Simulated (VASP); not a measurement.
Input of a VASP 6.6.1 run:

The input INCAR:

```
PREC = Accurate ; ENCUT = 600
EDIFF = 1E-7 ; ISMEAR = 0
SIGMA = 0.15 ; LREAL = Auto
LASPH = True ; NELM = 100
ALGO = Normal ; ISIF = 3
LWAVE = False ; LCHARG = False
GGA = PE ; IBRION = 2
NSW = 36 ; EDIFFG = -0.08
```

The input KPOINTS:

```
regular mesh
0
Gamma
  3 3 1
```

Contents of POSCAR:

```
SnBi2O5
1.0
    2.0000000000     -5.6000000000      0.0000000000
    2.0000000000      5.6000000000      0.0000000000
    0.0000000000      0.0000000000     11.5000000000
Sn Bi O
2 4 10
Direct
    0.1900000000      0.8100000000      0.2500000000
    0.8100000000      0.1900000000      0.7500000000
    0.8650000000      0.1350000000      0.4350000000
    0.8650000000      0.1350000000      0.0650000000
    0.1350000000      0.8650000000      0.9350000000
    0.1350000000      0.8650000000      0.5650000000
    0.3120000000      0.6880000000      0.4300000000
    0.0480000000      0.9520000000      0.3830000000
    0.3120000000      0.6880000000      0.0700000000
    0.0480000000      0.9520000000      0.1170000000
    0.7650000000      0.2350000000      0.2500000000
    0.6880000000      0.3120000000      0.9300000000
    0.9520000000      0.0480000000      0.8830000000
    0.6880000000      0.3120000000      0.5700000000
    0.9520000000      0.0480000000      0.6170000000
    0.2350000000      0.7650000000      0.7500000000
```

Potentials or basis: VASP PAW PBE potentials, release 64 (Sn_d, Bi_d, O).

Command:

```bash
$ cat potpaw_PBE.64/Sn_d/POTCAR potpaw_PBE.64/Bi_d/POTCAR potpaw_PBE.64/O/POTCAR > POTCAR
$ mpirun -np 1 vasp_std > vasp.out
```

Predict the relaxed cell.

a = 6.491 Å, b = 6.491 Å, c = 10.824 Å, α = 90.00°, β = 90.00°, γ = 142.32°.

What does it give for the relaxed volume?

17.42 Å³/atom.

What does it give for the space group after relaxing (to 0.1 Å)?

Cmcm (No. 63).

Final structure:
```cif
data_structure
_symmetry_space_group_name_H-M 'P 1'
_symmetry_Int_Tables_number 1
_cell_length_a 6.4913
_cell_length_b 6.4913
_cell_length_c 10.8242
_cell_angle_alpha 90.000
_cell_angle_beta 90.000
_cell_angle_gamma 142.322
_cell_volume 278.78
loop_
_atom_site_label
_atom_site_type_symbol
_atom_site_fract_x
_atom_site_fract_y
_atom_site_fract_z
_atom_site_occupancy
Sn1 Sn 0.17108 0.82892 0.25000 1
Sn2 Sn 0.82892 0.17108 0.75000 1
Bi1 Bi 0.86111 0.13889 0.43013 1
Bi2 Bi 0.86111 0.13889 0.06987 1
Bi3 Bi 0.13889 0.86111 0.93013 1
Bi4 Bi 0.13889 0.86111 0.56987 1
O1 O 0.27923 0.72077 0.41271 1
O2 O 0.05732 0.94268 0.38737 1
O3 O 0.27923 0.72077 0.08729 1
O4 O 0.05732 0.94268 0.11263 1
O5 O 0.71712 0.28288 0.25000 1
O6 O 0.72077 0.27923 0.91271 1
O7 O 0.94268 0.05732 0.88737 1
O8 O 0.72077 0.27923 0.58729 1
O9 O 0.94268 0.05732 0.61263 1
O10 O 0.28288 0.71712 0.75000 1
```

Caveat: the k points lie up to 0.58 Å⁻¹ apart in the final cell.
